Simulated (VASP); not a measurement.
# Nb in VASP: notebook

The runs below take Nb through single point, with PBE.

Program: VASP 6.6.1. These are calculated values, not measurements. Logs are shortened: lines on timing, memory, paths and dates and some standing lists are left out, and cuts for length are marked.

### Step 1. The cell of the first run

The cell holds a slab with vacuum, 5 atoms: a = 2.882 Å, b = 2.882 Å, c = 24.413 Å, α = 90.00°, β = 90.00°, γ = 109.47°.

### Step 2. Single point, PBE

INCAR

```
  PREC = Accurate
  ENCUT = 520
  EDIFF = 1E-7
  ISMEAR = 1
  SIGMA = 0.05
  LREAL = F
  LASPH = T
  NELM = 60
  ALGO = Normal
  ISIF = 2
  LWAVE = F
  LCHARG = F
  GGA = PE
  NBANDS = 40
```

KPOINTS

```
regular mesh
0
Gamma
  7 7 1
```

POSCAR

```
Nb
1.0
    2.8820459413      0.0000000000      0.0000000000
   -0.9606819804      2.7172189717      0.0000000000
    0.0000000000      0.0000000000     24.4127226284
Nb
5
Direct
    0.5000000000      0.5000000000      0.3072168604
    0.0000000000      0.0000000000      0.4036084302
    0.5000000000      0.5000000000      0.5000000000
    0.0000000000      0.0000000000      0.5963915698
    0.5000000000      0.5000000000      0.6927831396
```

Potentials or basis: VASP PAW PBE potentials, release 64 (Nb_sv).

Command:

```sh
> cat potpaw_PBE.64/Nb_sv/POTCAR > POTCAR
> mpirun -np 1 vasp_std > vasp.out
```

OUTCAR:

```text
PREC = Accurate
   ENCUT = 520
   EDIFF = 1E-7
   ISMEAR = 1
   LREAL = F
   LASPH = T
   NELM = 60
   ISIF = 2
   GGA = PE

 ion  position               nearest neighbor table
   1  0.500  0.500  0.307-   2 2.88   2 2.88
   2  0.000  0.000  0.404-   3 2.88   3 2.88   1 2.88   1 2.88
   3  0.500  0.500  0.500-   2 2.88   4 2.88   2 2.88   4 2.88
   4  0.000  0.000  0.596-   3 2.88   3 2.88   5 2.88   5 2.88
   5  0.500  0.500  0.693-   4 2.88   4 2.88

  LATTYP: Found a base centered orthorhombic cell.
 ALAT       =     3.3279000001
 B/A-ratio  =     1.4142135624
 C/A-ratio  =     7.3357741002

  Lattice vectors:

 A1 = (   2.8820459413,   0.0000000000,   0.0000000000)
 A2 = (  -0.9606819804,   2.7172189717,   0.0000000000)
 A3 = (   0.0000000000,   0.0000000000,  24.4127226284)

Analysis of symmetry for initial positions (statically):
=====================================================================
 Subroutine PRICEL returns:
 Original cell was already a primitive cell.

 Routine SETGRP: Setting up the symmetry group for a
 base centered orthorhombic supercell.

 Subroutine GETGRP returns: Found  8 space group operations
 (whereof  8 operations were pure point group operations)
 out of a pool of  8 trial point group operations.

The static configuration has the point symmetry D_2h.

Analysis of symmetry for dynamics (positions and initial velocities):
=====================================================================
 Subroutine PRICEL returns:
 Original cell was already a primitive cell.

 Routine SETGRP: Setting up the symmetry group for a
 base centered orthorhombic supercell.

 Subroutine GETGRP returns: Found  8 space group operations
 (whereof  8 operations were pure point group operations)
 out of a pool of  8 trial point group operations.

The dynamic configuration has the point symmetry D_2h.

 Subroutine INISYM returns: Found  8 space group operations
 (whereof  8 operations are pure point group operations),
 and found     1 'primitive' translations

----------------------------------------------------------------------------------------

                                     Primitive cell

  volume of cell :     191.1797

  direct lattice vectors                    reciprocal lattice vectors
     2.882045941  0.000000000  0.000000000     0.346975732  0.122674446  0.000000000
    -0.960681980  2.717218972  0.000000000     0.000000000  0.368023339  0.000000000
[... 83 lines left out ...]
   LREAL  =      F    real-space projection
   EDIFFG = 0.1E-05   stopping-criterion for IOM
   NSW    =      0    number of steps for IOM
   IBRION =     -1    ionic relax: 0-MD 1-quasi-New 2-CG
   NFREE  =      0    steps in history (QN), initial steepest desc. (CG)
   ISIF   =      2    stress and relaxation
   ISYM   =      2    0-nonsym 1-usesym 2-fastsym
   POTIM  = 0.5000    time-step for ionic-motion
   TEBEG  =    0.0;   TEEND  =   0.0 temperature during run
   PSTRESS=    0.0 pullay stress
   NELECT =      65.0000    total number of electrons
   NUPDOWN=      -1.0000    fix difference up-down
   EMIN   =  10.00;   EMAX   =-10.00  energy-range for DOS
   EFERMI =   0.00;   METHOD = LEGACY
   ISMEAR =     1;   SIGMA  =   0.05  broadening in eV -4-tet -1-fermi 0-gaus
   EFERMI_NEDOS =   21; number of points for ismear=-14 and -15
   IALGO  =     38    algorithm
   IMIX   =      4    mixing-type and parameters
     AMIX     =   0.40;   BMIX     =  1.00
     AMIX_MAG =   1.60;   BMIX_MAG =  1.00
  volume/ion in A,a.u.               =      38.24       258.03
  Fermi-wavevector in a.u.,A,eV,Ry     =   1.142612  2.159223 17.763245  1.305562
  Thomas-Fermi vector in A             =   2.279309
   LORBIT       =      0    0 simple, 1 ext, 2 COOP (PROOUT), +10 PAW based schemes
   GGA     = PE    functional components
   LHFCALC =     F    Hartree Fock is set to
   AEXX    =    0.0000 exact exchange contribution
   IVDW    =     0    specifies the selected vdW correction
   LEPSILON=     F    determine dielectric tensor
   LRPA    =     F    only Hartree local field effects (RPA)
 non-spin polarized calculation
 Methfessel and Paxton  Order N= 1 SIGMA  =   0.05
  energy-cutoff  :      520.00
  volume of cell :      191.18
 maximum number of plane-waves:      5213
 NGX is ok and might be reduce to    24
   NGX = 11   NGY = 11   NGZ = 91

 number of electron      64.9999995 magnetization

 Free energy of the ion-electron system (eV)
  ---------------------------------------------------
  ext. energy  EPLUGINS =         0.00000000
  ---------------------------------------------------
  free energy    TOTEN  =       -48.93212956 eV

  energy without entropy =      -48.93262577  energy(sigma->0) =      -48.93229496

 E-fermi :   3.0484     XC(G=0):  -6.8398

 val. band max:        3.0368783182   @ k =  -0.2857   0.1429   0.0000
 cond. band min:       3.0513752233   @ k =  -0.4286   0.1429   0.0000
 fundamental gap:      0.0144969050
 Fermi energy:         3.0484476685

 k-point     1 :       0.0000    0.0000    0.0000
  band No.  band energies     occupation
      1     -51.5911      2.00000
      2     -51.5907      2.00000
      3     -51.3089      2.00000
      4     -51.2627      2.00000
      5     -51.1327      2.00000
      6     -27.9953      2.00000
[... 677 lines left out ...]
     39       5.8892      0.00000
     40       7.1269      0.00000

------------------------ aborting loop because EDIFF is reached ----------------------------------------

  FORCE on cell =-STRESS in cart. coord.  units (eV):
  Direction    XX          YY          ZZ          XY          YZ          ZX
  --------------------------------------------------------------------------------------
  -------------------------------------------------------------------------------------
  Total       -5.4768929     -4.7944784     -3.8428354      0.9650798      0.0000000      0.0000000
  in kB      -45.8989844    -40.1800245    -32.2048007      8.0878306      0.0000000      0.0000000
  external PRESSURE =     -39.4279365 kB  Pullay stress =       0.0000000 kB

 VOLUME and BASIS-vectors are now :
 -----------------------------------------------------------------------------
  energy-cutoff  :      520.00
  volume of cell :      191.18
      direct lattice vectors                 reciprocal lattice vectors
     2.882045941  0.000000000  0.000000000     0.346975732  0.122674446  0.000000000
    -0.960681980  2.717218972  0.000000000     0.000000000  0.368023339  0.000000000
     0.000000000  0.000000000 24.412722628     0.000000000  0.000000000  0.040962248

 POSITION                                       TOTAL-FORCE (eV/Angst)
 -----------------------------------------------------------------------------------
      0.96068      1.35861      7.50000         0.000000      0.000000      0.565226
      0.00000      0.00000      9.85318        -0.000000     -0.000000     -0.326486
      0.96068      1.35861     12.20636         0.000000      0.000000      0.000000
      0.00000      0.00000     14.55954        -0.000000      0.000000      0.326486
      0.96068      1.35861     16.91272        -0.000000     -0.000000     -0.565226
 -----------------------------------------------------------------------------------
    total drift:                                0.000000      0.000000     -0.000000

  FREE ENERGIE OF THE ION-ELECTRON SYSTEM (eV)
  ---------------------------------------------------
  free  energy   TOTEN  =       -48.9321295550 eV

  energy  without entropy=      -48.9326257735  energy(sigma->0) =      -48.93229496
```

Wall time 2.8 min (1 thread of Intel Xeon Platinum 8488C (Sapphire Rapids), shared host); peak memory 0.35 GiB.

Results:

| Quantity | Value |
| --- | --- |
| Free energy | -48.9321 eV |
| Largest force | 0.565 eV/Å |

Forces on the atoms (eV/Å):
```
Nb   0.000  0.000  0.565
Nb   0.000  0.000 -0.326
Nb   0.000  0.000  0.000
Nb   0.000  0.000  0.326
Nb   0.000  0.000 -0.565
```

Levels at points of the mesh, in eV from the Fermi level:
```
           k point  band 29  band 30  band 31  band 32  band 33  band 34  band 35  band 36
(0.00, 0.00, 0.00)    -0.41    -0.29    -0.28     0.15     0.23     0.32     0.65     0.80
```

### Step 3. Single point, PBE

INCAR

```
SYSTEM = Nb
ALGO = Normal
EDIFF = 1E-6
ENCUT = 520
GGA = PE
ISIF = 2
ISMEAR = 1
LASPH = .TRUE.
LCHARG = .FALSE.
LREAL = .FALSE.
LWAVE = .FALSE.
NBANDS = 40
NELM = 60
PREC = Accurate
SIGMA = 0.05
```

KPOINTS

```
k-points
0
G
  7 7 1
  0 0 0
```

POSCAR is that of step 2.

Potentials or basis: VASP PAW PBE potentials, release 64 (Nb_sv).

Command:

```sh
> cat potpaw_PBE.64/Nb_sv/POTCAR > POTCAR
> mpirun -np 1 vasp_std > vasp.out
```

OUTCAR:

```text
SYSTEM = Nb
   EDIFF = 1E-6
   ENCUT = 520
   GGA = PE
   ISIF = 2
   ISMEAR = 1
   LASPH = .TRUE.
   LREAL = .FALSE.
   NELM = 60
   PREC = Accurate

 ion  position               nearest neighbor table
   1  0.500  0.500  0.307-   2 2.88   2 2.88
   2  0.000  0.000  0.404-   3 2.88   3 2.88   1 2.88   1 2.88
   3  0.500  0.500  0.500-   2 2.88   4 2.88   2 2.88   4 2.88
   4  0.000  0.000  0.596-   3 2.88   3 2.88   5 2.88   5 2.88
   5  0.500  0.500  0.693-   4 2.88   4 2.88

  LATTYP: Found a base centered orthorhombic cell.
 ALAT       =     3.3279000001
 B/A-ratio  =     1.4142135624
 C/A-ratio  =     7.3357741002

  Lattice vectors:

 A1 = (   2.8820459413,   0.0000000000,   0.0000000000)
 A2 = (  -0.9606819804,   2.7172189717,   0.0000000000)
 A3 = (   0.0000000000,   0.0000000000,  24.4127226284)

Analysis of symmetry for initial positions (statically):
=====================================================================
 Subroutine PRICEL returns:
 Original cell was already a primitive cell.

 Routine SETGRP: Setting up the symmetry group for a
 base centered orthorhombic supercell.

 Subroutine GETGRP returns: Found  8 space group operations
 (whereof  8 operations were pure point group operations)
 out of a pool of  8 trial point group operations.

The static configuration has the point symmetry D_2h.

Analysis of symmetry for dynamics (positions and initial velocities):
=====================================================================
 Subroutine PRICEL returns:
 Original cell was already a primitive cell.

 Routine SETGRP: Setting up the symmetry group for a
 base centered orthorhombic supercell.

 Subroutine GETGRP returns: Found  8 space group operations
 (whereof  8 operations were pure point group operations)
 out of a pool of  8 trial point group operations.

The dynamic configuration has the point symmetry D_2h.

 Subroutine INISYM returns: Found  8 space group operations
 (whereof  8 operations are pure point group operations),
 and found     1 'primitive' translations

----------------------------------------------------------------------------------------

                                     Primitive cell

  volume of cell :     191.1797

  direct lattice vectors                    reciprocal lattice vectors
     2.882045941  0.000000000  0.000000000     0.346975732  0.122674446  0.000000000
    -0.960681980  2.717218972  0.000000000     0.000000000  0.368023339  0.000000000
     0.000000000  0.000000000 24.412722628     0.000000000  0.000000000  0.040962248

  length of vectors
     2.882045941  2.882045941 24.412722628     0.368023339  0.368023339  0.040962248

  position of ions in fractional coordinates (direct lattice)
     0.500000000  0.500000000  0.307216860
     0.000000000  0.000000000  0.403608430
     0.500000000  0.500000000  0.500000000
     0.000000000  0.000000000  0.596391570
     0.500000000  0.500000000  0.692783140

  ion indices of the primitive-cell ions
   primitive index   ion index
                 1           1
[... 24 lines left out ...]
     0.000000000  0.000000000  0.000000000

 Subroutine IBZKPT returns following result:
 ===========================================

 Found     16 irreducible k-points:

 Following reciprocal coordinates:
            Coordinates               Weight
  0.000000  0.000000  0.000000      1.000000
  0.142857  0.000000  0.000000      4.000000
  0.285714  0.000000  0.000000      4.000000
  0.428571  0.000000  0.000000      4.000000
  0.142857  0.142857  0.000000      2.000000
  0.285714  0.142857  0.000000      4.000000
[... 8 lines left out ...]
  0.428571  0.428571  0.000000      2.000000
 -0.428571  0.428571  0.000000      2.000000
   k-points           NKPTS =     16   k-points in BZ     NKDIM =     16   number of bands    NBANDS=     40
   number of dos      NEDOS =    301   number of ions     NIONS =      5
   total plane-waves  NPLWV = 110592
   dimension x,y,z NGX =    24 NGY =   24 NGZ =  192
   dimension x,y,z NGXF=    48 NGYF=   48 NGZF=  384
   ions per type =               5
   NGX,Y,Z   is equivalent  to a cutoff of  13.84, 13.84, 13.07 a.u.
   NGXF,Y,Z  is equivalent  to a cutoff of  27.69, 27.69, 26.15 a.u.
 SYSTEM =  Nb
   PREC   = accura    normal or accurate (medium, high low for compatibility)
   ISTART =      0    job   : 0-new  1-cont  2-samecut
   ICHARG =      2    charge: 1-file 2-atom 10-const
   ISPIN  =      1    spin polarized calculation?
   LNONCOLLINEAR =      F non collinear calculations
   LSORBIT =      F    spin-orbit coupling
   LASPH  =      T    aspherical Exc in radial PAW
   ENCUT  =  520.0 eV  38.22 Ry    6.18 a.u.   5.36  5.36 45.39*2*pi/ulx,y,z
   NELM   =     60;   NELMIN=  2; NELMDL= -5     # of ELM steps
   EDIFF  = 0.1E-05   stopping-criterion for ELM
   LREAL  =      F    real-space projection
   EDIFFG = 0.1E-04   stopping-criterion for IOM
   NSW    =      0    number of steps for IOM
   IBRION =     -1    ionic relax: 0-MD 1-quasi-New 2-CG
   NFREE  =      0    steps in history (QN), initial steepest desc. (CG)
   ISIF   =      2    stress and relaxation
   ISYM   =      2    0-nonsym 1-usesym 2-fastsym
   POTIM  = 0.5000    time-step for ionic-motion
   TEBEG  =    0.0;   TEEND  =   0.0 temperature during run
   PSTRESS=    0.0 pullay stress
   NELECT =      65.0000    total number of electrons
   NUPDOWN=      -1.0000    fix difference up-down
   EMIN   =  10.00;   EMAX   =-10.00  energy-range for DOS
   EFERMI =   0.00;   METHOD = LEGACY
   ISMEAR =     1;   SIGMA  =   0.05  broadening in eV -4-tet -1-fermi 0-gaus
   EFERMI_NEDOS =   21; number of points for ismear=-14 and -15
   IALGO  =     38    algorithm
   IMIX   =      4    mixing-type and parameters
     AMIX     =   0.40;   BMIX     =  1.00
     AMIX_MAG =   1.60;   BMIX_MAG =  1.00
  volume/ion in A,a.u.               =      38.24       258.03
  Fermi-wavevector in a.u.,A,eV,Ry     =   1.142612  2.159223 17.763245  1.305562
  Thomas-Fermi vector in A             =   2.279309
   LORBIT       =      0    0 simple, 1 ext, 2 COOP (PROOUT), +10 PAW based schemes
   GGA     = PE    functional components
   LHFCALC =     F    Hartree Fock is set to
   AEXX    =    0.0000 exact exchange contribution
   IVDW    =     0    specifies the selected vdW correction
   LEPSILON=     F    determine dielectric tensor
   LRPA    =     F    only Hartree local field effects (RPA)
 non-spin polarized calculation
 Methfessel and Paxton  Order N= 1 SIGMA  =   0.05
  energy-cutoff  :      520.00
  volume of cell :      191.18
 maximum number of plane-waves:      5213
 NGX is ok and might be reduce to    24
   NGX = 11   NGY = 11   NGZ = 91

 number of electron      64.9999995 magnetization

 Free energy of the ion-electron system (eV)
  ---------------------------------------------------
  ext. energy  EPLUGINS =         0.00000000
  ---------------------------------------------------
  free energy    TOTEN  =       -48.93212925 eV

  energy without entropy =      -48.93262500  energy(sigma->0) =      -48.93229450

 E-fermi :   3.0485     XC(G=0):  -6.8443

 val. band max:        3.0369442672   @ k =  -0.2857   0.1429   0.0000
 cond. band min:       3.0514405583   @ k =  -0.4286   0.1429   0.0000
 fundamental gap:      0.0144962911
 Fermi energy:         3.0485137743

 k-point     1 :       0.0000    0.0000    0.0000
  band No.  band energies     occupation
      1     -51.5910      2.00000
      2     -51.5906      2.00000
      3     -51.3088      2.00000
      4     -51.2626      2.00000
      5     -51.1327      2.00000
      6     -27.9952      2.00000
[... 677 lines left out ...]
     39       5.8892      0.00000
     40       7.1315      0.00000

------------------------ aborting loop because EDIFF is reached ----------------------------------------

  FORCE on cell =-STRESS in cart. coord.  units (eV):
  Direction    XX          YY          ZZ          XY          YZ          ZX
  --------------------------------------------------------------------------------------
  -------------------------------------------------------------------------------------
  Total       -5.4772249     -4.7948577     -3.8429958      0.9650130      0.0000000      0.0000000
  in kB      -45.9017667    -40.1832025    -32.2061444      8.0872711      0.0000000      0.0000000
  external PRESSURE =     -39.4303712 kB  Pullay stress =       0.0000000 kB

 VOLUME and BASIS-vectors are now :
 -----------------------------------------------------------------------------
  energy-cutoff  :      520.00
  volume of cell :      191.18
      direct lattice vectors                 reciprocal lattice vectors
     2.882045941  0.000000000  0.000000000     0.346975732  0.122674446  0.000000000
    -0.960681980  2.717218972  0.000000000     0.000000000  0.368023339  0.000000000
     0.000000000  0.000000000 24.412722628     0.000000000  0.000000000  0.040962248

 POSITION                                       TOTAL-FORCE (eV/Angst)
 -----------------------------------------------------------------------------------
      0.96068      1.35861      7.50000        -0.000000      0.000000      0.565307
      0.00000      0.00000      9.85318         0.000000     -0.000000     -0.326560
      0.96068      1.35861     12.20636        -0.000000      0.000000      0.000000
      0.00000      0.00000     14.55954        -0.000000      0.000000      0.326560
      0.96068      1.35861     16.91272         0.000000      0.000000     -0.565307
 -----------------------------------------------------------------------------------
    total drift:                                0.000000      0.000000     -0.000000

  FREE ENERGIE OF THE ION-ELECTRON SYSTEM (eV)
  ---------------------------------------------------
  free  energy   TOTEN  =       -48.9321292453 eV

  energy  without entropy=      -48.9326249999  energy(sigma->0) =      -48.93229450
```

stdout:

```text
POSCAR found type information on POSCAR Nb
 POSCAR found :  1 types and       5 ions
 scaLAPACK will be used
 LDA part: xc-table for (Slater+PW92), standard interpolation
 POSCAR, INCAR and KPOINTS ok, starting setup
 FFT: planning ... GRIDC
 FFT: planning ... GRID_SOFT
 FFT: planning ... GRID
 WAVECAR not read
 entering main loop
```

Run time: 2.6 min. Hardware: 1 thread of Intel Xeon Platinum 8488C (Sapphire Rapids), shared host; peak memory 0.35 GiB.

Results:

```yaml
Free_energy: -48.9321 eV
Largest_force: 0.565 eV/Å
```

Forces on the atoms (eV/Å):
```
Nb   0.000  0.000  0.565
Nb   0.000  0.000 -0.327
Nb   0.000  0.000  0.000
Nb   0.000  0.000  0.327
Nb   0.000  0.000 -0.565
```

Levels at points of the mesh, in eV from the Fermi level:
```tsv
k point	band 28	band 29	band 30	band 31	band 32	band 33	band 34	band 35	band 36	band 37
(0.00, 0.00, 0.00)	-0.79	-0.41	-0.29	-0.28	0.15	0.23	0.32	0.65	0.79	1.39
```
